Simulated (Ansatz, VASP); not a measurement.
**TaN in VASP and in Ansatz**

```
Ta N
1.0
     3.08157    0.00000    0.00000
     1.54079    2.66872    0.00000
     1.54079    0.88957    2.51609
Ta N
1 1
Direct
  0.50000 0.50000 0.50000
  0.00000 0.00000 0.00000
```

Alike in both runs: task single point; functional PBE; k mesh 7 × 7 × 7; no spin polarisation.

```csv
,VASP,Ansatz
version,VASP 6.6.1,Ansatz 0.2.0
potentials or method,"VASP PAW PBE potentials, release 64 (Ta_pv, N), cutoff 520 eV","plane waves, PAW"
occupations,"methfessel-paxton of order 1, width 0.1 eV","cold, width 0.1 eV"
valence electrons in the cell,16,18
```

```csv
,VASP,Ansatz,Ansatz less VASP
pressure (GPa),15.4,14.4,-1.01
```

VASP's potentials hold 16 valence electrons a cell and Ansatz's 18, so a difference there can come from the potentials and not from the codes.

Spin-orbit coupling is off throughout.
